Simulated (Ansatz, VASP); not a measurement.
# V in VASP and in Ansatz

INCAR

```
SYSTEM = V
ALGO     = Normal         ! electronic algorithm
EDIFF    = 1E-8           ! SCF threshold, eV
ENCUT    = 520            ! plane-wave cutoff, eV
GGA      = PE             ! functional
ISIF     = 2              ! what is computed and relaxed
ISMEAR   = -1             ! smearing method
ISPIN    = 2              ! spin polarisation
LASPH    = .True.         ! aspherical terms in the spheres
LCHARG   = .False.        ! write CHGCAR
LEFG     = .True.       
LMAXMIX  = 4              ! l up to which the mixer works
LORBIT   = 11             ! projections on sites
LREAL    = .False.        ! projectors in reciprocal space
LWAVE    = .False.        ! write WAVECAR
MAGMOM   = 1.5            ! initial moments
NBANDS   = 16             ! bands
NELM     = 150            ! most SCF steps
PREC     = Accurate       ! precision mode
SIGMA    = 0.08           ! smearing width, eV
```

The input KPOINTS:

```
k-points
0
Gamma
  14 14 14
  0 0 0
```

The input POSCAR:

```
V
1.0
    2.4487986509      0.0122439932      0.0122439932
    0.0122439932      2.4487986509      0.0122439932
    0.0122439932      0.0122439932      2.4487986509
V
1
Direct
    0.0000000000      0.0000000000      0.0000000000
```

Input for Ansatz:

```yaml
crystal:
  lattice:
    - [2.4487986509, 0.0122439932, 0.0122439932]
    - [0.0122439932, 2.4487986509, 0.0122439932]
    - [0.0122439932, 0.0122439932, 2.4487986509]
  atoms:
    - { symbol: V, position: [0.0, 0.0, 0.0], spin: 1.5 }
magnetization:
  spin_polarized: true
kpoints:
  mp_grid: { grid: [14, 14, 14] }
scf:
  occupations: { method: fermi_dirac, width: 0.08 }
hamiltonian:
  xc: pbe
  pseudopotentials: { kind: paw }
output:
  forces: true
  stress: true
  eigenvalues: true
  efg: { contact_densities: true }
```

Change from the starting cell: equal xy, yz and zx shear strains of +1 %, PAW files.

Alike in both runs: task electric field gradients; functional PBE; k mesh 14 × 14 × 14; occupations fermi-dirac, width 0.08 eV; collinear spin.

|  | VASP | Ansatz |
| --- | --- | --- |
| version | VASP 6.6.1 | Ansatz 0.2.0 |
| potentials or method | VASP PAW PBE potentials, release 64 (V_sv) | PAW with Ansatz's default frozen-core files, scalar-relativistic |
| plane-wave cutoff (eV) | 520 | 420 |
| valence electrons in the cell | 13 | 13 |

Ansatz gave:

* pressure (GPa): 0.0
* traceless stress, the component that is largest in VASP (GPa): 1.33
* net moment per atom (μB): 0.00
* size of Vzz on the site where it differs most (V/Å²): 0.3

Problem. Estimate VASP's values.

Solution. Pressure (GPa): 0.3; traceless stress, the component that is largest in VASP (GPa): 1.32; net moment per atom (μB): 0.00; size of Vzz on the site where it differs most (V/Å²): 0.2.

Ansatz's warnings: seeded moment not kept.
